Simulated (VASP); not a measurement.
Runs of VASP 6.6.1 on C. The structure is that of space group P6_3/mmc (No. 194), or close to it. The cells are those of the table. 

```csv
task,level,cell,k mesh,cutoff (eV),smearing,grid for exact exchange (PRECFOCK),share of exact exchange,gap on the mesh (eV),pressure (GPa)
relaxation of cell and atoms,r2SCAN,"relaxed from a = 2.512, b = 2.512, c = 4.180 Å, angles 90.0, 90.0, 120.0°, 4 atoms",12 × 12 × 6,600,fermi-dirac 0.02 eV,-,-,(a),-0.1
single point,r2SCAN0,"a = 2.503, b = 2.503, c = 4.169 Å, angles 90.0, 90.0, 120.0°, 4 atoms",9 × 9 × 4,520,gaussian 0.01 eV,Normal,0.25,(b),-6.9
single point,PBE0,"a = 2.503, b = 2.503, c = 4.169 Å, angles 90.0, 90.0, 120.0°, 4 atoms",9 × 9 × 4,520,gaussian 0.01 eV,Normal,0.25,5.13,-5.0
dielectric tensor,PBE,"a = 2.503, b = 2.503, c = 4.169 Å, angles 90.0, 90.0, 120.0°, 4 atoms",9 × 9 × 6,520,gaussian 0.01 eV,-,-,3.31,-
```

Alike in all rows: potentials or basis VASP PAW PBE potentials, release 64 (C); no spin polarisation.

Q: Fill in the values left out.

A: (a) 3.56; (b) 5.25.

Caveats: the PAW data sets were made with another functional, which shifts forces and pressure a little (at least some runs); an odd mesh through Γ misses points on the zone boundary, where band edges can lie (at least some runs); the cell stands under tension (at least some runs).
